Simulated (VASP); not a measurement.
**Si: single point with LDA**

The system is Si.

```
Si
1.0
     0.00000    2.70097    2.70097
     2.70097    0.00000    2.70097
     2.70097    2.70097    0.00000
Si
2
Cartesian
  0.0000 0.0000 0.0000
  1.3505 1.3505 1.3505
```

```json
{
  "Program": "VASP 6.6.1",
  "Task": "single point",
  "Functional": "LDA",
  "Potentials or basis": "VASP PAW LDA potentials, release 64 (Si)",
  "Cutoff": "500 eV",
  "k mesh": "12 × 12 × 12",
  "Occupations": "gaussian, width 0.02 eV",
  "Spin": "no spin polarisation",
  "Dipole correction": "no",
  "Further INCAR settings": "ALGO = Normal; EDIFF = 1e-06; NBANDS = 11"
}
```

```yaml
Pressure: 0.0 GPa
Band_gap_on_the_k_mesh: 0.44 eV, indirect (least direct gap 2.53 eV)
```

Levels at points of the mesh, in eV from the valence-band top:
| k point | band 1 | band 2 | band 3 | band 4 | band 5 | band 6 | band 7 | band 8 | band 9 |
| --- | --- | --- | --- | --- | --- | --- | --- | --- | --- |
| (0.00, 0.00, 0.00) | -12.07 | 0.00 | 0.00 | 0.00 | 2.53 | 2.53 | 2.53 | 3.39 | 7.74 |
| (0.50, 0.00, 0.00) | -9.69 | -7.07 | -1.21 | -1.21 | 1.49 | 3.29 | 3.29 | 7.54 | 10.56 |
| (0.50, 0.50, 0.00) | -7.87 | -7.87 | -2.89 | -2.89 | 0.57 | 0.57 | 10.11 | 10.11 | 10.97 |

Wall time 22 s on 1 thread of AMD EPYC 7R43 64-Core Processor (Zen 3), with other jobs on the host, peak memory 0.11 GiB.

A k mesh can miss the band edges.
